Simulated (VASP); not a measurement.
A run of VASP 6.6.1 is set up as follows.

The input INCAR:

```
SYSTEM = Ta
PREC = Accurate
ENCUT = 520
EDIFF = 1E-6
ISMEAR = 0
SIGMA = 0.05
LREAL = Auto
LASPH = .TRUE.
NELM = 60
ALGO = Fast
ISIF = 2
LWAVE = .FALSE.
LCHARG = .FALSE.
GGA = PE
NBANDS = 126
```

KPOINTS

```
regular mesh
0
G
  1 1 16
  0 0 0
```

The input POSCAR:

```
Ta
1.0
   19.0000000000      0.0000000000      0.0000000000
    0.0000000000     19.3000000000      0.0000000000
    0.0000000000      0.0000000000      3.3187896404
Ta
20
Direct
    0.2379902915      0.3280419875      0.0000000000
    0.2379902915      0.5000000000      0.0000000000
    0.2379902915      0.6719580125      0.0000000000
    0.4126634305      0.3280419875      0.0000000000
    0.4126634305      0.5000000000      0.0000000000
    0.4126634305      0.6719580125      0.0000000000
    0.5873365695      0.3280419875      0.0000000000
    0.5873365695      0.5000000000      0.0000000000
    0.5873365695      0.6719580125      0.0000000000
    0.7620097085      0.5000000000      0.0000000000
    0.3253268610      0.2420629813      0.5000000000
    0.3253268610      0.4140209938      0.5000000000
    0.3253268610      0.5859790062      0.5000000000
    0.3253268610      0.7579370187      0.5000000000
    0.5000000000      0.2420629813      0.5000000000
    0.5000000000      0.4140209938      0.5000000000
    0.5000000000      0.5859790062      0.5000000000
    0.5000000000      0.7579370187      0.5000000000
    0.6746731390      0.4140209938      0.5000000000
    0.6746731390      0.5859790062      0.5000000000
```

Potentials or basis: VASP PAW PBE potentials, release 64 (Ta_pv).

Launch:

```sh
$ cat potpaw_PBE.64/Ta_pv/POTCAR > POTCAR
$ mpirun -np 1 vasp_std > vasp.out
```

Question: What does it give for the largest force?

Answer: 2.451 eV/Å.

Question: Estimate the band gap on the k mesh.

Answer: Zero (bands 110 and 111 overlap by 0.56 eV).

Forces in eV/Å, atoms in the order of the input:
```
Ta   2.147 -0.241  0.000
Ta   1.195  0.000  0.000
Ta   2.147  0.241  0.000
Ta  -0.227 -0.860  0.000
Ta  -0.235  0.000  0.000
Ta  -0.227  0.860  0.000
Ta  -0.769 -0.396  0.000
Ta   0.390  0.000  0.000
Ta  -0.769  0.396  0.000
Ta  -2.451  0.000  0.000
Ta  -0.206  1.946  0.000
Ta  -1.070 -0.380  0.000
Ta  -1.070  0.380  0.000
Ta  -0.206 -1.946  0.000
Ta  -0.250  1.654  0.000
Ta   0.581 -0.258  0.000
Ta   0.581  0.258  0.000
Ta  -0.250 -1.654  0.000
Ta   0.345  1.014  0.000
Ta   0.345 -1.014  0.000
```

Caveat: spin-orbit coupling is left out, which moves the levels of the heavy elements.
